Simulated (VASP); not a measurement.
# MoS2 (R3m) in VASP: a series of runs

Runs on MoS2. Level: LDA. Tasks: electric field gradients.

All numbers are computed with VASP 6.6.1; they aren't measurements. Logs are shortened: lines on timing, memory, paths and dates and some standing lists are left out, and cuts for length are marked.

## Step 1: The cell of the first run

Symmetry: R3m, No. 160, trigonal system. Conventional cell: a = 3.152 Å, b = 3.152 Å, c = 18.309 Å, α = 90.00°, β = 90.00°, γ = 120.00°. Mo (site symmetry 3m) has 6 S at 2.36 Å and 6 Mo at 3.15 Å within 3.2 Å. S (site symmetry 3m) has 3 Mo at 2.36 Å and 7 S at 2.99 to 3.15 Å within 3.2 Å. Within 3.2 Å of S (site symmetry 3m) lie 3 Mo at 2.36 Å and 7 S at 2.99 to 3.15 Å.

## Step 2: Electric field gradients, LDA (17.51 Å³/atom)

Contents of INCAR:

```
SYSTEM = MoS2
PREC = Accurate ; ENCUT = 520
EDIFF = 1E-8 ; ISMEAR = -1
SIGMA = 0.05 ; LREAL = .FALSE.
LASPH = .TRUE. ; NELM = 60
ALGO = Normal ; ISIF = 2
LWAVE = .FALSE. ; LCHARG = .FALSE.
LEFG = .TRUE. ; NBANDS = 20
```

Contents of KPOINTS:

```
regular mesh
0
G
  15 15 15
  0 0 0
```

Contents of POSCAR:

```
MoS2
1.0
    1.5762110184      0.9100258558      6.1028504825
   -1.5762110184      0.9100258558      6.1028504825
    0.0000000000     -1.8200517116      6.1028504825
Mo S
1 2
Direct
    0.0000000000      0.0000000000      0.0000000000
    0.7484000000      0.7484000000      0.7484000000
    0.5849000000      0.5849000000      0.5849000000
```

Potentials or basis: VASP PAW LDA potentials, release 64 (Mo_sv, S).

Command:

```console
$ cat potpaw_LDA.64/Mo_sv/POTCAR potpaw_LDA.64/S/POTCAR > POTCAR
$ mpirun -np 1 vasp_std > vasp.out
```

OUTCAR:

```text
SYSTEM = MoS2
   PREC = Accurate
   ENCUT = 520
   EDIFF = 1E-8
   ISMEAR = -1
   LREAL = .FALSE.
   LASPH = .TRUE.
   NELM = 60
   ISIF = 2

 ion  position               nearest neighbor table
   1  0.000  0.000  0.000-   2 2.36   2 2.36   2 2.36   3 2.36   3 2.36   3 2.36
   2  0.748  0.748  0.748-   1 2.36   1 2.36   1 2.36
   3  0.585  0.585  0.585-   1 2.36   1 2.36   1 2.36

  LATTYP: Found a trigonal (rhomboedric) cell.
 ALAT       =     6.3684670247
 COS(alpha) =     0.8774851014

  Lattice vectors:

 A1 = (   1.5762110184,   0.9100258558,   6.1028504825)
 A2 = (  -1.5762110184,   0.9100258558,   6.1028504825)
 A3 = (   0.0000000000,  -1.8200517116,   6.1028504825)

Analysis of symmetry for initial positions (statically):
=====================================================================
 Subroutine PRICEL returns:
 Original cell was already a primitive cell.

 Routine SETGRP: Setting up the symmetry group for a
 trigonal (rhombohedral) supercell.

 Subroutine GETGRP returns: Found  6 space group operations
 (whereof  6 operations were pure point group operations)
 out of a pool of 12 trial point group operations.

The static configuration has the point symmetry C_3v.

Analysis of symmetry for dynamics (positions and initial velocities):
=====================================================================
 Subroutine PRICEL returns:
 Original cell was already a primitive cell.

 Routine SETGRP: Setting up the symmetry group for a
 trigonal (rhombohedral) supercell.

 Subroutine GETGRP returns: Found  6 space group operations
 (whereof  6 operations were pure point group operations)
 out of a pool of 12 trial point group operations.

The dynamic configuration has the point symmetry C_3v.

 Subroutine INISYM returns: Found  6 space group operations
 (whereof  6 operations are pure point group operations),
 and found     1 'primitive' translations

----------------------------------------------------------------------------------------

                                     Primitive cell

  volume of cell :      52.5233

  direct lattice vectors                    reciprocal lattice vectors
     1.576211018  0.910025856  6.102850483     0.317216410  0.183144979  0.054619286
    -1.576211018  0.910025856  6.102850483    -0.317216410  0.183144979  0.054619286
     0.000000000 -1.820051712  6.102850483     0.000000000 -0.366289959  0.054619286

  length of vectors
     6.368467025  6.368467025  6.368467025     0.370339844  0.370339844  0.370339844

  position of ions in fractional coordinates (direct lattice)
     0.000000000  0.000000000  0.000000000
     0.748400000  0.748400000  0.748400000
     0.584900000  0.584900000  0.584900000

  ion indices of the primitive-cell ions
   primitive index   ion index
                 1           1
                 2           2
                 3           3

----------------------------------------------------------------------------------------

 KPOINTS: regular mesh

Automatic generation of k-mesh.
 Grid dimensions read from file:
 generate k-points for:   15   15   15

 Generating k-lattice:

  Cartesian coordinates                     Fractional coordinates (reciprocal lattice)
     0.021147761  0.012209665  0.003641286     0.066666667  0.000000000  0.000000000
    -0.021147761  0.012209665  0.003641286     0.000000000  0.066666667  0.000000000
     0.000000000 -0.024419331  0.003641286     0.000000000  0.000000000  0.066666667

  Length of vectors
     0.024689323  0.024689323  0.024689323

  Shift w.r.t. Gamma in fractional coordinates (k-lattice)
     0.000000000  0.000000000  0.000000000

 Subroutine IBZKPT returns following result:
 ===========================================

 Found    344 irreducible k-points:

 Following reciprocal coordinates:
            Coordinates               Weight
  0.000000  0.000000  0.000000      1.000000
  0.066667 -0.000000  0.000000      6.000000
  0.133333 -0.000000 -0.000000      6.000000
  0.200000 -0.000000  0.000000      6.000000
  0.266667 -0.000000 -0.000000      6.000000
  0.333333  0.000000  0.000000      6.000000
[... 16 lines left out ...]
  0.133333  0.133333  0.000000      6.000000
  0.200000  0.133333  0.000000     12.000000
 [... further k-points ...]
   k-points           NKPTS =    344   k-points in BZ     NKDIM =    344   number of bands    NBANDS=     20
   number of dos      NEDOS =    301   number of ions     NIONS =      3
   total plane-waves  NPLWV = 110592
   dimension x,y,z NGX =    48 NGY =   48 NGZ =   48
   dimension x,y,z NGXF=    96 NGYF=   96 NGZF=   96
   ions per type =               1   2
   NGX,Y,Z   is equivalent  to a cutoff of  12.53, 12.53, 12.53 a.u.
   NGXF,Y,Z  is equivalent  to a cutoff of  25.06, 25.06, 25.06 a.u.
 SYSTEM =  MoS2
   PREC   = accura    normal or accurate (medium, high low for compatibility)
   ISTART =      0    job   : 0-new  1-cont  2-samecut
   ICHARG =      2    charge: 1-file 2-atom 10-const
   ISPIN  =      1    spin polarized calculation?
   LNONCOLLINEAR =      F non collinear calculations
   LSORBIT =      F    spin-orbit coupling
   LASPH  =      T    aspherical Exc in radial PAW
   ENCUT  =  520.0 eV  38.22 Ry    6.18 a.u.  11.84 11.84 11.84*2*pi/ulx,y,z
   NELM   =     60;   NELMIN=  2; NELMDL= -5     # of ELM steps
   EDIFF  = 0.1E-07   stopping-criterion for ELM
   LREAL  =      F    real-space projection
   EDIFFG = 0.1E-06   stopping-criterion for IOM
   NSW    =      0    number of steps for IOM
   IBRION =     -1    ionic relax: 0-MD 1-quasi-New 2-CG
   NFREE  =      0    steps in history (QN), initial steepest desc. (CG)
   ISIF   =      2    stress and relaxation
   ISYM   =      2    0-nonsym 1-usesym 2-fastsym
   POTIM  = 0.5000    time-step for ionic-motion
   TEBEG  =    0.0;   TEEND  =   0.0 temperature during run
   PSTRESS=    0.0 pullay stress
   NELECT =      26.0000    total number of electrons
   NUPDOWN=      -1.0000    fix difference up-down
   EMIN   =  10.00;   EMAX   =-10.00  energy-range for DOS
   EFERMI =   0.00;   METHOD = LEGACY
   ISMEAR =    -1;   SIGMA  =   0.05  broadening in eV -4-tet -1-fermi 0-gaus
   EFERMI_NEDOS =   21; number of points for ismear=-14 and -15
   IALGO  =     38    algorithm
   IMIX   =      4    mixing-type and parameters
     AMIX     =   0.40;   BMIX     =  1.00
     AMIX_MAG =   1.60;   BMIX_MAG =  1.00
  volume/ion in A,a.u.               =      17.51       118.15
  Fermi-wavevector in a.u.,A,eV,Ry     =   1.295036  2.447264 22.818588  1.677119
  Thomas-Fermi vector in A             =   2.426581
   LORBIT       =      0    0 simple, 1 ext, 2 COOP (PROOUT), +10 PAW based schemes
   GGA     = CA    functional components
   LHFCALC =     F    Hartree Fock is set to
   AEXX    =    0.0000 exact exchange contribution
   IVDW    =     0    specifies the selected vdW correction
   LEPSILON=     F    determine dielectric tensor
   LRPA    =     F    only Hartree local field effects (RPA)
 non-spin polarized calculation
  energy-cutoff  :      520.00
  volume of cell :       52.52
 maximum number of plane-waves:      1432
   NGX = 23   NGY = 23   NGZ = 23

 number of electron      26.0000002 magnetization

 Free energy of the ion-electron system (eV)
  ---------------------------------------------------
  ext. energy  EPLUGINS =         0.00000000
  ---------------------------------------------------
  free energy    TOTEN  =       -24.41971099 eV

  energy without entropy =      -24.41970012  energy(sigma->0) =      -24.41970556

 E-fermi :   8.0853     XC(G=0): -11.1523

 val. band max:        7.8253983140   @ k =   0.4667   0.4667   0.4667
 cond. band min:       8.4487688472   @ k =  -0.2000   0.4667   0.1333
 fundamental gap:      0.6233705332
 Fermi energy:         8.0853118529

 k-point     1 :       0.0000    0.0000    0.0000
  band No.  band energies     occupation
      1     -53.5360      2.00000
      2     -27.9253      2.00000
      3     -27.6833      2.00000
      4     -27.6833      2.00000
      5      -7.5589      2.00000
      6      -5.6573      2.00000
[... 12 lines left out ...]
     19      15.7830      0.00000
[... 513 lines left out ...]
      4     -27.7137      2.00000
      5      -7.0628      2.00000
      6      -5.5651      2.00000
[... 12 lines left out ...]
     19      16.2130      0.00000
     20      16.7154      0.00000

 [... further k-points ...]

------------------------ aborting loop because EDIFF is reached ----------------------------------------

  FORCE on cell =-STRESS in cart. coord.  units (eV):
  Direction    XX          YY          ZZ          XY          YZ          ZX
  --------------------------------------------------------------------------------------
  -------------------------------------------------------------------------------------
  Total        0.2443658      0.2443658      2.6706315      0.0000000     -0.0000000      0.0000000
  in kB        7.4541653      7.4541653     81.4652669      0.0000000     -0.0000000      0.0000000
  external PRESSURE =      32.1245325 kB  Pullay stress =       0.0000000 kB

 VOLUME and BASIS-vectors are now :
 -----------------------------------------------------------------------------
  energy-cutoff  :      520.00
  volume of cell :       52.52
      direct lattice vectors                 reciprocal lattice vectors
     1.576211018  0.910025856  6.102850483     0.317216410  0.183144979  0.054619286
    -1.576211018  0.910025856  6.102850483    -0.317216410  0.183144979  0.054619286
     0.000000000 -1.820051712  6.102850483     0.000000000 -0.366289959  0.054619286

 POSITION                                       TOTAL-FORCE (eV/Angst)
 -----------------------------------------------------------------------------------
      0.00000      0.00000      0.00000         0.000000      0.000000     -0.002531
      0.00000      0.00000     13.70212         0.000000      0.000000      1.025950
      0.00000      0.00000     10.70867         0.000000      0.000000     -1.023419
 -----------------------------------------------------------------------------------
    total drift:                                0.000000     -0.000000     -0.000057

  FREE ENERGIE OF THE ION-ELECTRON SYSTEM (eV)
  ---------------------------------------------------
  free  energy   TOTEN  =       -24.4197109950 eV

  energy  without entropy=      -24.4197001240  energy(sigma->0) =      -24.41970556

 Electric field gradients (V/A^2)
---------------------------------------------------------------------
 ion       V_xx      V_yy      V_zz      V_xy      V_xz      V_yz
---------------------------------------------------------------------
   1      48.830    48.830   -97.660     0.000     0.000    -0.000
   2      32.401    32.401   -64.802     0.000    -0.000     0.000
   3      31.629    31.629   -63.257     0.000     0.000    -0.000
---------------------------------------------------------------------

 Electric field gradients after diagonalization (V/A^2)
 (convention: |V_zz| > |V_xx| > |V_yy|)
----------------------------------------------------------------------
 ion       V_xx      V_yy      V_zz     asymmetry (V_yy - V_xx)/ V_zz
----------------------------------------------------------------------
   1      48.830    48.830   -97.660       0.000
   2      32.401    32.401   -64.802       0.000
   3      31.629    31.629   -63.257       0.000
----------------------------------------------------------------------

           NMR quadrupolar parameters

 Cq : quadrupolar parameter    Cq=e*Q*V_zz/h
 eta: asymmetry parameters     (V_yy - V_xx)/ V_zz
 Q  : nuclear electric quadrupole moment in mb (millibarn)
----------------------------------------------------------------------
 ion       Cq(MHz)       eta       Q (mb)
----------------------------------------------------------------------
   1      -0.236       0.000       1.000
   2      -0.157       0.000       1.000
   3      -0.153       0.000       1.000
----------------------------------------------------------------------
```

Run time: 9.4 min. Hardware: 1 thread of Intel Xeon Platinum 8488C (Sapphire Rapids), shared host; peak memory 0.5 GiB.

What came out:

- Free energy: -24.4197 eV
- Pressure: 3.2 GPa
- Largest force: 1.026 eV/Å
- Band gap on the k mesh: 0.62 eV (least direct gap 1.65 eV)
- Largest electric field gradient by atom: Mo -97.7; S -64.8, -63.3 V/Å²

Forces in eV/Å, atoms in the order of the input:
```
Mo   0.000  0.000 -0.003
S    0.000  0.000  1.026
S    0.000  0.000 -1.023
```

Levels at points of the mesh, in eV from the valence-band top:
```
           k point  band 10  band 11  band 12  band 13  band 14  band 15  band 16  band 17
(0.00, 0.00, 0.00)    -2.70    -2.70    -1.32    -1.26     1.89     1.89     2.44     2.44
```

Electric field gradients, principal values (V/Å²):
| atom | least | middle | greatest (by size) |
| --- | --- | --- | --- |
| 1 Mo | 48.830 | 48.830 | -97.660 |
| 2 S | 32.401 | 32.401 | -64.802 |
| 3 S | 31.629 | 31.629 | -63.257 |

Caveat: the stress differs along the axes, from 1 to 8 GPa; without QUAD_EFG the Cq values of the log hold for a quadrupole moment of 1 mb, not for the nuclei; forces of over 1 eV/Å act on the atoms, so gaps and moduli don't describe the material at rest.

(Continued in part 2 of 2.)
